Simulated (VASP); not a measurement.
Re, 2 atoms in the cell. The structure is orthorhombic, space group Cmcm (No. 63). Conventional cell: a = 2.761 Å, b = 4.782 Å, c = 4.458 Å, α = 90.00°, β = 90.00°, γ = 90.00°. Within 3.6 Å of Re (site symmetry m2m) lie 14 Re at 2.65 to 3.57 Å. 

* Program: VASP 6.6.1
* Task: single point
* Functional: LDA
* Potentials or basis: VASP PAW LDA potentials, release 64 (Re)
* Cutoff: 520 eV
* k mesh: 9 × 9 × 5
* Occupations: fermi-dirac, width 0.05 eV
* Spin: no spin polarisation
* Dipole correction: no
* Further INCAR settings: ALGO = Normal; EDIFF = 1e-06; NBANDS = 14

Potentials or basis: VASP PAW LDA potentials, release 64 (Re).

Launch:

```console
$ cat potpaw_LDA.64/Re/POTCAR > POTCAR
$ mpirun -np 1 vasp_std > vasp.out
```

Hardware: 1 thread of AMD EPYC 7R43 64-Core Processor (Zen 3), with other jobs on the host.

Problem. Estimate the wall time of this run.

Solution. Run time: 56 s on 1 thread of AMD EPYC 7R43 64-Core Processor (Zen 3), on a shared host, peak memory 0.14 GiB. Counts: scf iterations 11, k points 123.
